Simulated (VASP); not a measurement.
# AlAs3 (Pm-3m) in VASP: a series of runs

AlAs3 is run at these levels: PBE; tasks: single point, relaxation of cell and atoms.

Everything below comes from runs of VASP 6.6.1. Logs are shortened: lines on timing, memory, paths and dates and some standing lists are left out, and cuts for length are marked.

## 1. The cell of the first run

It takes space group Pm-3m (No. 221, cubic). Conventional cell: a = 4.234 Å, b = 4.234 Å, c = 4.234 Å, α = 90.00°, β = 90.00°, γ = 90.00°. Al (site symmetry m-3m) has 12 As at 2.99 Å within 3.9 Å. Within 3.9 Å of As (site symmetry 4/mmm) lie 4 Al at 2.99 Å and 8 As at 2.99 Å.

## 2. Single point, PBE

File INCAR:

```
SYSTEM = AlAs3
PREC = Accurate ; ENCUT = 520
EDIFF = 1E-7 ; ISMEAR = 0
SIGMA = 0.1 ; LREAL = .FALSE.
LASPH = .TRUE. ; NELM = 100
ALGO = Normal ; ISIF = 2
LWAVE = .FALSE. ; LCHARG = .TRUE.
GGA = PE ; LELF = .TRUE.
LVHAR = .TRUE. ; NBANDS = 17
```

File KPOINTS:

```
Automatic mesh
0
G
  12 12 12
  0 0 0
```

File POSCAR:

```
AlAs3
1.0
    4.2339690795      0.0000000000      0.0000000000
    0.0000000000      4.2339690795      0.0000000000
    0.0000000000      0.0000000000      4.2339690795
Al As
1 3
Direct
    0.5000000000      0.5000000000      0.5000000000
    0.5000000000      0.0000000000      0.0000000000
    0.0000000000      0.5000000000      0.0000000000
    0.0000000000      0.0000000000      0.5000000000
```

Potentials or basis: VASP PAW PBE potentials, release 64 (Al, As).

The run is started by

```console
> cat potpaw_PBE.64/Al/POTCAR potpaw_PBE.64/As/POTCAR > POTCAR
> mpirun -np 1 vasp_std > vasp.out
```

OUTCAR:

```text
SYSTEM = AlAs3
   PREC = Accurate
   ENCUT = 520
   EDIFF = 1E-7
   ISMEAR = 0
   LREAL = .FALSE.
   LASPH = .TRUE.
   NELM = 100
   ISIF = 2
   GGA = PE

 ion  position               nearest neighbor table
   1  0.500  0.500  0.500-   2 2.99   3 2.99   4 2.99   2 2.99   3 2.99   2 2.99   4 2.99   2 2.99
                             3 2.99   4 2.99   3 2.99   4 2.99
   2  0.500  0.000  0.000-   1 2.99   1 2.99   1 2.99   1 2.99
   3  0.000  0.500  0.000-   1 2.99   1 2.99   1 2.99   1 2.99
   4  0.000  0.000  0.500-   1 2.99   1 2.99   1 2.99   1 2.99

  LATTYP: Found a simple cubic cell.
 ALAT       =     4.2339690795

  Lattice vectors:

 A1 = (   4.2339690795,   0.0000000000,   0.0000000000)
 A2 = (   0.0000000000,   4.2339690795,   0.0000000000)
 A3 = (   0.0000000000,   0.0000000000,   4.2339690795)

Analysis of symmetry for initial positions (statically):
=====================================================================
 Subroutine PRICEL returns:
 Original cell was already a primitive cell.

 Routine SETGRP: Setting up the symmetry group for a
 simple cubic supercell.

 Subroutine GETGRP returns: Found 48 space group operations
 (whereof 48 operations were pure point group operations)
 out of a pool of 48 trial point group operations.

The static configuration has the point symmetry O_h .

Analysis of symmetry for dynamics (positions and initial velocities):
=====================================================================
 Subroutine PRICEL returns:
 Original cell was already a primitive cell.

 Routine SETGRP: Setting up the symmetry group for a
 simple cubic supercell.

 Subroutine GETGRP returns: Found 48 space group operations
 (whereof 48 operations were pure point group operations)
 out of a pool of 48 trial point group operations.

The dynamic configuration has the point symmetry O_h .

 Subroutine INISYM returns: Found 48 space group operations
 (whereof 48 operations are pure point group operations),
 and found     1 'primitive' translations

----------------------------------------------------------------------------------------

                                     Primitive cell

  volume of cell :      75.9002

  direct lattice vectors                    reciprocal lattice vectors
     4.233969079  0.000000000  0.000000000     0.236185003  0.000000000  0.000000000
     0.000000000  4.233969079  0.000000000     0.000000000  0.236185003  0.000000000
     0.000000000  0.000000000  4.233969079     0.000000000  0.000000000  0.236185003

  length of vectors
     4.233969079  4.233969079  4.233969079     0.236185003  0.236185003  0.236185003

  position of ions in fractional coordinates (direct lattice)
     0.500000000  0.500000000  0.500000000
     0.500000000  0.000000000  0.000000000
     0.000000000  0.500000000  0.000000000
     0.000000000  0.000000000  0.500000000

  ion indices of the primitive-cell ions
   primitive index   ion index
                 1           1
                 2           2
                 3           3
                 4           4

----------------------------------------------------------------------------------------

 KPOINTS: Automatic mesh

Automatic generation of k-mesh.
 Grid dimensions read from file:
 generate k-points for:   12   12   12

 Generating k-lattice:

  Cartesian coordinates                     Fractional coordinates (reciprocal lattice)
     0.019682084  0.000000000  0.000000000     0.083333333  0.000000000  0.000000000
     0.000000000  0.019682084  0.000000000     0.000000000  0.083333333  0.000000000
     0.000000000  0.000000000  0.019682084     0.000000000  0.000000000  0.083333333

  Length of vectors
     0.019682084  0.019682084  0.019682084

  Shift w.r.t. Gamma in fractional coordinates (k-lattice)
     0.000000000  0.000000000  0.000000000

 Subroutine IBZKPT returns following result:
 ===========================================

 Found     84 irreducible k-points:

 Following reciprocal coordinates:
            Coordinates               Weight
  0.000000  0.000000  0.000000      1.000000
  0.083333  0.000000  0.000000      6.000000
  0.166667  0.000000  0.000000      6.000000
  0.250000  0.000000  0.000000      6.000000
  0.333333  0.000000  0.000000      6.000000
  0.416667  0.000000  0.000000      6.000000
[... 16 lines left out ...]
  0.333333  0.333333  0.000000     12.000000
  0.416667  0.333333  0.000000     24.000000
 [... further k-points ...]
   k-points           NKPTS =     84   k-points in BZ     NKDIM =     84   number of bands    NBANDS=     17
   number of dos      NEDOS =    301   number of ions     NIONS =      4
   total plane-waves  NPLWV =  32768
   dimension x,y,z NGX =    32 NGY =   32 NGZ =   32
   dimension x,y,z NGXF=    64 NGYF=   64 NGZF=   64
   ions per type =               1   3
   NGX,Y,Z   is equivalent  to a cutoff of  12.56, 12.56, 12.56 a.u.
   NGXF,Y,Z  is equivalent  to a cutoff of  25.13, 25.13, 25.13 a.u.
 SYSTEM =  AlAs3
   PREC   = accura    normal or accurate (medium, high low for compatibility)
   ISTART =      0    job   : 0-new  1-cont  2-samecut
   ICHARG =      2    charge: 1-file 2-atom 10-const
   ISPIN  =      1    spin polarized calculation?
   LNONCOLLINEAR =      F non collinear calculations
   LSORBIT =      F    spin-orbit coupling
   LASPH  =      T    aspherical Exc in radial PAW
   ENCUT  =  520.0 eV  38.22 Ry    6.18 a.u.   7.87  7.87  7.87*2*pi/ulx,y,z
   NELM   =    100;   NELMIN=  2; NELMDL= -5     # of ELM steps
   EDIFF  = 0.1E-06   stopping-criterion for ELM
   LREAL  =      F    real-space projection
   EDIFFG = 0.1E-05   stopping-criterion for IOM
   NSW    =      0    number of steps for IOM
   IBRION =     -1    ionic relax: 0-MD 1-quasi-New 2-CG
   NFREE  =      0    steps in history (QN), initial steepest desc. (CG)
   ISIF   =      2    stress and relaxation
   ISYM   =      2    0-nonsym 1-usesym 2-fastsym
   POTIM  = 0.5000    time-step for ionic-motion
   TEBEG  =    0.0;   TEEND  =   0.0 temperature during run
   PSTRESS=    0.0 pullay stress
   NELECT =      18.0000    total number of electrons
   NUPDOWN=      -1.0000    fix difference up-down
   EMIN   =  10.00;   EMAX   =-10.00  energy-range for DOS
   EFERMI =   0.00;   METHOD = LEGACY
   ISMEAR =     0;   SIGMA  =   0.10  broadening in eV -4-tet -1-fermi 0-gaus
   EFERMI_NEDOS =   21; number of points for ismear=-14 and -15
   IALGO  =     38    algorithm
   IMIX   =      4    mixing-type and parameters
     AMIX     =   0.40;   BMIX     =  1.00
     AMIX_MAG =   1.60;   BMIX_MAG =  1.00
  volume/ion in A,a.u.               =      18.98       128.05
  Fermi-wavevector in a.u.,A,eV,Ry     =   1.013331  1.914918 13.971002  1.026840
  Thomas-Fermi vector in A             =   2.146493
   LORBIT       =      0    0 simple, 1 ext, 2 COOP (PROOUT), +10 PAW based schemes
   GGA     = PE    functional components
   LHFCALC =     F    Hartree Fock is set to
   AEXX    =    0.0000 exact exchange contribution
   IVDW    =     0    specifies the selected vdW correction
   LEPSILON=     F    determine dielectric tensor
   LRPA    =     F    only Hartree local field effects (RPA)
 non-spin polarized calculation
 Gauss-broadening in eV      SIGMA  =   0.10
  energy-cutoff  :      520.00
  volume of cell :       75.90
 maximum number of plane-waves:      2064
 NGX is ok and might be reduce to    32
   NGX = 15   NGY = 15   NGZ = 15

 number of electron      18.0000000 magnetization

 Free energy of the ion-electron system (eV)
  ---------------------------------------------------
  ext. energy  EPLUGINS =         0.00000000
  ---------------------------------------------------
  free energy    TOTEN  =       -16.45191353 eV

  energy without entropy =      -16.44457614  energy(sigma->0) =      -16.44824484

 E-fermi :   6.6700     XC(G=0): -10.5051

 val. band max:        6.6086597420   @ k =   0.4167   0.2500   0.1667
 cond. band min:       6.6917340854   @ k =   0.4167   0.4167   0.0833
 fundamental gap:      0.0830743434
 Fermi energy:         6.6699603884

 k-point     1 :       0.0000    0.0000    0.0000
  band No.  band energies     occupation
      1      -7.8705      2.00000
      2      -2.1879      2.00000
      3      -2.1879      2.00000
      4       1.4756      2.00000
      5       1.4756      2.00000
      6       1.4756      2.00000
[... 9 lines left out ...]
     16      12.1396      0.00000
     17      12.1396      0.00000

 k-point     2 :       0.0833    0.0000    0.0000
  band No.  band energies     occupation
      1      -7.8194      2.00000
      2      -2.4269      2.00000
      3      -2.1683      2.00000
      4       1.5298      2.00000
      5       1.5298      2.00000
      6       1.5710      2.00000
[... 9 lines left out ...]
     16      12.1941      0.00000
     17      12.5322      0.00000

 k-point     3 :       0.1667    0.0000    0.0000
  band No.  band energies     occupation
      1      -7.6672      2.00000
      2      -3.0101      2.00000
      3      -2.1135      2.00000
      4       1.6912      2.00000
      5       1.6912      2.00000
      6       1.7847      2.00000
[... 9 lines left out ...]
     16      12.8592      0.00000
     17      13.1087      0.00000

 k-point     4 :       0.2500    0.0000    0.0000
  band No.  band energies     occupation
      1      -7.4181      2.00000
      2      -3.7285      2.00000
      3      -2.0351      2.00000
      4       1.9558      2.00000
      5       1.9558      2.00000
      6       2.0400      2.00000
[... 9 lines left out ...]
     16      12.7800      0.00000
     17      12.7800      0.00000
[... 343 lines left out ...]
      1      -6.0262      2.00000
      2      -5.0801      2.00000
      3      -2.9254      2.00000
      4       0.5707      2.00000
      5       2.9689      2.00000
      6       3.4818      2.00000
[... 9 lines left out ...]
     16      12.0219      0.00000
     17      16.2820      0.00000

 k-point    23 :       0.3333    0.3333    0.0000
  band No.  band energies     occupation
      1      -6.3104      2.00000
      2      -4.2642      2.00000
      3      -3.4690      2.00000
      4       0.3446      2.00000
      5       3.0035      2.00000
      6       3.1583      2.00000
[... 9 lines left out ...]
     16      13.7914      0.00000
     17      13.8244      0.00000

 k-point    24 :       0.4167    0.3333    0.0000
  band No.  band energies     occupation
      1      -5.9290      2.00000
      2      -4.6146      2.00000
      3      -3.5553      2.00000
      4       0.0116      2.00000
      5       3.1026      2.00000
      6       3.5849      2.00000
[... 9 lines left out ...]
     16      13.2313      0.00000
     17      14.7187      0.00000

 [... further k-points ...]
[... 5 lines left out ...]
  --------------------------------------------------------------------------------------
  -------------------------------------------------------------------------------------
  Total        0.0303142      0.0303142      0.0303142     -0.0000000     -0.0000000      0.0000000
  in kB        0.6399032      0.6399032      0.6399032     -0.0000000     -0.0000000      0.0000000
  external PRESSURE =       0.6399032 kB  Pullay stress =       0.0000000 kB

 VOLUME and BASIS-vectors are now :
 -----------------------------------------------------------------------------
  energy-cutoff  :      520.00
  volume of cell :       75.90
      direct lattice vectors                 reciprocal lattice vectors
     4.233969079  0.000000000  0.000000000     0.236185003  0.000000000  0.000000000
     0.000000000  4.233969079  0.000000000     0.000000000  0.236185003  0.000000000
     0.000000000  0.000000000  4.233969079     0.000000000  0.000000000  0.236185003

 POSITION                                       TOTAL-FORCE (eV/Angst)
 -----------------------------------------------------------------------------------
      2.11698      2.11698      2.11698         0.000000      0.000000      0.000000
      2.11698      0.00000      0.00000         0.000000      0.000000      0.000000
      0.00000      2.11698      0.00000         0.000000      0.000000      0.000000
      0.00000      0.00000      2.11698         0.000000      0.000000      0.000000
 -----------------------------------------------------------------------------------
    total drift:                                0.000000      0.000000     -0.000000

  FREE ENERGIE OF THE ION-ELECTRON SYSTEM (eV)
  ---------------------------------------------------
  free  energy   TOTEN  =       -16.4519135257 eV

  energy  without entropy=      -16.4445761449  energy(sigma->0) =      -16.44824484
```

Wall time 45 s (1 thread of Intel Xeon 6975P-C, shared host); peak memory 0.24 GiB.

What came out:

```
Free energy            : -16.4519 eV
Pressure               : 0.1 GPa
Band gap on the k mesh : zero (band 9 reaches 10.74 eV, above the bottom of band 10 at 5.00 eV)
```

## 3. Relaxation of cell and atoms, PBE

This run uses another cell than the first one, of 19.22 Å³/atom, 1.013 times its volume.

File INCAR:

```
  PREC = Accurate
  ENCUT = 600
  EDIFF = 1E-6
  ISMEAR = 0
  SIGMA = 0.1
  LREAL = False
  LASPH = True
  NELM = 80
  ALGO = Normal
  ISIF = 3
  LWAVE = False
  LCHARG = False
  GGA = PE
  IBRION = 2
  NSW = 100
  EDIFFG = -0.01
```

File KPOINTS:

```
Automatic mesh
0
Gamma
  12 12 12
```

File POSCAR:

```
AlAs3
1.0
    4.2518835009      0.0000000000      0.0000000000
    0.0000000000      4.2518835009      0.0000000000
    0.0000000000      0.0000000000      4.2518835009
Al As
1 3
Direct
    0.5000000000      0.5000000000      0.5000000000
    0.5000000000      0.0000000000      0.0000000000
    0.0000000000      0.5000000000      0.0000000000
    0.0000000000      0.0000000000      0.5000000000
```

Potentials or basis: VASP PAW PBE potentials, release 64 (Al, As).

The run is started by

```console
> cat potpaw_PBE.64/Al/POTCAR potpaw_PBE.64/As/POTCAR > POTCAR
> mpirun -np 1 vasp_std > vasp.out
```

It took 1.7 min on 1 thread of Intel Xeon 6975P-C, shared host; peak memory 0.28 GiB.

Results (log left out):

- Free energy: -16.4520 eV
- Relaxed volume: 18.99 Å³/atom
- Relaxed cell: a = 4.235 Å, b = 4.235 Å, c = 4.235 Å, α = 90.00°, β = 90.00°, γ = 90.00°
- Space group after relaxing (to 0.05 Å): Pm-3m (No. 221)
- Energy gained by relaxing: 0.6 meV/atom
- Ionic steps: 3
- Pressure after relaxing: 0.0 GPa
- Band gap on the k mesh: zero (band 9 reaches 10.73 eV, above the bottom of band 10 at 4.99 eV)

The path:
```
step  energy change (eV)  largest force (eV/Å)  pressure (GPa)  volume (Å³)
   1              0.0000                0.0000           -0.86        76.87
   2             -0.0023                0.0000            0.24        75.72
   3             -0.0025                0.0000            0.00        75.96
```

Final structure:
```
Al As
1.0
     4.23510    0.00000    0.00000
     0.00000    4.23510    0.00000
     0.00000    0.00000    4.23510
Al As
1 3
Cartesian
  2.1175 2.1175 2.1175
  2.1175 0.0000 0.0000
  0.0000 2.1175 0.0000
  0.0000 0.0000 2.1175
```

Levels at points of the mesh, in eV from the Fermi level:
```csv
k point,band 7,band 8,band 9,band 10,band 11,band 12
"(0.00, 0.00, 0.00)",-2.83,0.54,0.54,0.54,2.16,2.16
"(0.50, 0.00, 0.00)",-2.60,-2.60,-1.84,-1.10,2.38,2.38
"(0.50, 0.50, 0.00)",-2.02,-1.72,-1.72,-1.67,0.57,1.25
"(0.50, 0.50, 0.50)",-6.12,-4.28,4.06,4.06,4.08,4.08
```
